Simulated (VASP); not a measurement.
Wanted: the native input for a VASP 6.6.1 run.

```yaml
Task: single point
Functional: PBE
Potentials_or_basis: VASP PAW PBE potentials, release 64 (Si, Ni)
Cutoff: 520 eV
k_mesh: 8 × 12 × 8
Occupations: gaussian, width 0.1 eV
Spin: no spin polarisation
Dipole_correction: no
Further_INCAR_settings: ALGO = Normal; EDIFF = 1e-07; NBANDS = 38
```

The structure of SiNi lies in POSCAR:

```
SiNi
1.0
    5.1500948426      0.0000000000      0.0000000000
    0.0000000000      3.3810476303      0.0000000000
    0.0000000000      0.0000000000      5.6150649531
Si Ni
4 4
Direct
    0.3210018884      0.7500000000      0.0846545493
    0.1789981116      0.2500000000      0.5846545493
    0.8210018884      0.7500000000      0.4153454507
    0.6789981116      0.2500000000      0.9153454507
    0.0081706814      0.2500000000      0.1886036220
    0.4918293186      0.7500000000      0.6886036220
    0.5081706814      0.2500000000      0.3113963780
    0.9918293186      0.7500000000      0.8113963780
```

One way to write it, as run:

INCAR

```
PREC = Accurate ; ENCUT = 520
EDIFF = 1E-7 ; ISMEAR = 0
SIGMA = 0.1 ; LREAL = False
LASPH = True ; NELM = 100
ALGO = Normal ; ISIF = 2
LWAVE = False ; LCHARG = True
GGA = PE ; LELF = True
LVHAR = True ; NBANDS = 38
```

KPOINTS

```
regular mesh
0
Gamma
  8 12 8
```

Potentials or basis: VASP PAW PBE potentials, release 64 (Si, Ni).

Command:

```console
$ cat potpaw_PBE.64/Si/POTCAR potpaw_PBE.64/Ni/POTCAR > POTCAR
$ mpirun -np 1 vasp_std > vasp.out
```

It gave:

```yaml
Pressure: 0.0 GPa
Largest_force: 0.015 eV/Å
Band_gap_on_the_k_mesh: zero (band 28 reaches 11.35 eV, above the bottom of band 29 at 9.55 eV)
```

It took 11 min on 1 thread of Intel Xeon 6975P-C (shared host), peak memory 0.57 GiB.
